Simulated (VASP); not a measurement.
Input of a VASP 6.6.1 run:

The input INCAR:

```
PREC = Accurate ; ENCUT = 520
EDIFF = 1E-6 ; ISMEAR = -1
SIGMA = 0.05 ; LREAL = False
LASPH = True ; NELM = 80
ALGO = Normal ; ISIF = 2
LWAVE = False ; LCHARG = True
GGA = PS ; LELF = True
LVHAR = True ; NBANDS = 10
```

The input KPOINTS:

```
Automatic mesh
0
Gamma
  7 7 7
```

File POSCAR:

```
K
1.0
   -1.8834129381      1.8834129381      1.8834129381
    1.8834129381     -1.8834129381      1.8834129381
    1.8834129381      1.8834129381     -1.8834129381
K
1
Direct
    0.0000000000      0.0000000000      0.0000000000
```

Potentials or basis: VASP PAW PBE potentials, release 64 (K_sv).

The run is started by

```bash
$ cat potpaw_PBE.64/K_sv/POTCAR > POTCAR
$ mpirun -np 1 vasp_std > vasp.out
```

Q: Estimate the pressure.

A: 20.1 GPa.

Caveat: the PAW data sets were made with another functional, which shifts forces and pressure a little.
